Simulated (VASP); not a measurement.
Nb:

```
CELL_PARAMETERS angstrom
0.00000 2.89513 2.89513
2.89513 0.00000 2.89513
2.89513 2.89513 0.00000
ATOMIC_POSITIONS crystal
Nb 0.12500 0.12500 0.12500
Nb 0.87500 0.87500 0.87500
```

This isn't the form of Nb at room conditions, which is bcc.

| Quantity | Value |
| --- | --- |
| Program | VASP 6.6.1 |
| Task | relaxation of cell and atoms |
| Functional | PBE |
| Potentials or basis | VASP PAW PBE potentials, release 64 (Nb_sv) |
| Cutoff | 600 eV |
| k mesh | 9 × 9 × 9 |
| Occupations | fermi-dirac, width 0.05 eV |
| Spin | collinear spin |
| Starting moments | [1.0, 1.0] μB |

At the start: pressure 4.5 GPa; volume 24.27 Å³/atom.

Q: How do energy, volume and symmetry change on relaxing?

A: Over 3 steps the energy falls by 20.6 meV/atom and the volume is 25.78 Å³/atom (+6.2 %); space group Fd-3m (No. 227, to 0.1 Å) before and after; moment 0.00 μB per cell.

The path:
| step | energy change (eV) | largest force (eV/Å) | pressure (GPa) | volume (Å³) |
| --- | --- | --- | --- | --- |
| 1 | 0.0000 | 0.0000 | 4.53 | 48.53 |
| 2 | -0.0262 | 0.0000 | -2.36 | 53.51 |
| 3 | -0.0412 | 0.0000 | -0.03 | 51.57 |

Final structure:
```yaml
crystal:
  lattice:
    - [0.00000, 2.95422, 2.95422]
    - [2.95422, 0.00000, 2.95422]
    - [2.95422, 2.95422, 0.00000]
  atoms:
    - { symbol: Nb, position: [0.12500, 0.12500, 0.12500] }
    - { symbol: Nb, position: [0.87500, 0.87500, 0.87500] }
```
